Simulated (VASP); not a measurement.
Wanted: the native input for a VASP 6.6.1 run.

| Quantity | Value |
| --- | --- |
| Task | single point |
| Functional | r2SCAN |
| Potentials or basis | VASP PAW PBE potentials, release 64 (Al) |
| Cutoff | 550 eV |
| k mesh | 6 × 6 × 6 |
| Occupations | fermi-dirac, width 0.05 eV |
| Spin | no spin polarisation |
| Dipole correction | no |
| Further INCAR settings | ALGO = Normal; EDIFF = 1e-06; NBANDS = 10 |

Al:

```
CELL_PARAMETERS angstrom
0.00000 3.01301 3.01301
3.01301 0.00000 3.01301
3.01301 3.01301 0.00000
ATOMIC_POSITIONS crystal
Al 0.00000 0.00000 0.00000
Al 0.25000 0.25000 0.25000
```

This isn't the form of Al at room conditions, which is fcc.

These files were run (other wordings do the same):

POSCAR

```
Al
1.0
    0.0000000000      3.0130099802      3.0130099802
    3.0130099802      0.0000000000      3.0130099802
    3.0130099802      3.0130099802      0.0000000000
Al
2
Direct
    1.0000000000      1.0000000000      1.0000000000
    0.2500000000      0.2500000000      0.2500000000
```

INCAR.step1

```
ALGO = Normal
EDIFF = 1E-5
ENCUT = 550
GGA = PE
GGA_COMPAT = False
ISMEAR = -1
LASPH = True
LCHARG = False
LREAL = False
LWAVE = True
NBANDS = 10
NELM = 120
PREC = Accurate
SIGMA = 0.05
```

INCAR.step2

```
ALGO = Normal
EDIFF = 1E-6
ENCUT = 550
GGA_COMPAT = False
ISIF = 2
ISMEAR = -1
ISTART = 1
LASPH = True
LCHARG = False
LMIXTAU = True
LREAL = False
LWAVE = False
METAGGA = R2SCAN
NBANDS = 10
NELM = 120
PREC = Accurate
SIGMA = 0.05
```

KPOINTS

```
k-points
0
Gamma
  6 6 6
```

Potentials or basis: VASP PAW PBE potentials, release 64 (Al).

The run is started by

```bash
$ cat potpaw_PBE.64/Al/POTCAR > POTCAR
$ cp INCAR.step1 INCAR
$ mpirun -np 1 vasp_std > vasp.out
$ cp INCAR.step2 INCAR
$ mpirun -np 1 vasp_std > vasp.out
```

It gave:

```yaml
Pressure: -0.2 GPa
Band_gap_on_the_k_mesh: zero (bands 3 and 4 overlap by 3.51 eV)
```

Caveat: the PAW data sets were made with another functional, which shifts forces and pressure a little.

Wall time 63 s on 1 thread of Intel Xeon 8259CL (shared host), peak memory 0.21 GiB.
